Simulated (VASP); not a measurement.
## ZrTi2C3: single point with PBE

The system is ZrTi2C3.

```
Zr Ti C
1.0
     1.58276   -2.74073    0.00008
    -4.74725   -2.74013    0.00012
    -0.00003    0.00028   -7.70704
Zr Ti C
2 4 6
Direct
  0.50000 0.50000 0.00000
  0.00000 0.00000 0.00001
  0.99997 0.66668 0.65938
  0.50001 0.16668 0.65938
  0.50007 0.83333 0.34062
  0.99996 0.33333 0.34062
  0.49998 0.83333 0.81830
  0.00001 0.33335 0.81830
  0.50003 0.50000 0.50000
  0.99997 0.00000 0.50000
  0.99998 0.66665 0.18170
  0.50003 0.16665 0.18170
```

```yaml
Program: VASP 6.6.1
Task: single point
Functional: PBE
Potentials_or_basis: VASP PAW PBE potentials, release 64 (Zr_sv, Ti_sv, C)
Cutoff: 520 eV
k_mesh: 8 × 4 × 4
Occupations: gaussian, width 0.2 eV
Spin: no spin polarisation
Dipole_correction: no
Further_INCAR_settings: ALGO = Normal; EDIFF = 1e-07; NBANDS = 60
```

```
Pressure               : 0.3 GPa
Largest force          : 0.014 eV/Å
Band gap on the k mesh : zero (bands 48 and 49 overlap by 1.07 eV)
```

Forces on the atoms (eV/Å):
```
Zr   0.000  0.001  0.000
Zr   0.000  0.000  0.001
Ti   0.001 -0.001  0.013
Ti   0.000  0.001  0.013
Ti   0.000  0.002 -0.013
Ti   0.001 -0.001 -0.014
C   -0.001  0.000 -0.014
C    0.000  0.001 -0.013
C    0.000  0.001  0.000
C    0.001 -0.001  0.000
C    0.000 -0.001  0.013
C   -0.001  0.000  0.014
```

Stress tensor (GPa, compression positive):
```
 0.34  0.00 -0.04
 0.00  0.42 -0.01
-0.04 -0.01  0.20
```

Levels at points of the mesh, in eV from the Fermi level:
| k point | band 46 | band 47 | band 48 | band 49 | band 50 | band 51 |
| --- | --- | --- | --- | --- | --- | --- |
| (0.00, 0.00, 0.00) | 0.05 | 0.75 | 0.75 | 0.83 | 1.38 | 1.38 |
| (0.50, 0.00, 0.00) | -1.89 | -1.73 | -1.73 | 1.56 | 1.56 | 1.68 |
| (0.00, 0.50, 0.00) | -1.28 | -1.17 | -1.17 | 0.73 | 0.73 | 1.31 |
| (0.50, 0.50, 0.00) | -1.65 | -0.07 | -0.07 | 0.05 | 0.05 | 2.18 |
| (0.00, 0.00, 0.50) | -0.94 | -0.69 | -0.69 | 0.68 | 0.87 | 1.11 |
| (0.50, 0.00, 0.50) | -2.00 | -1.85 | -1.85 | 1.55 | 1.55 | 1.80 |
| (0.00, 0.50, 0.50) | -0.59 | -0.41 | -0.41 | -0.32 | -0.32 | 1.80 |
| (0.50, 0.50, 0.50) | -1.22 | -1.04 | -1.04 | 0.68 | 0.68 | 0.87 |

Wall time 5.7 min on 1 thread of Intel(R) Xeon(R) 6975P-C (Granite Rapids), with other jobs on the host, peak memory 0.53 GiB.
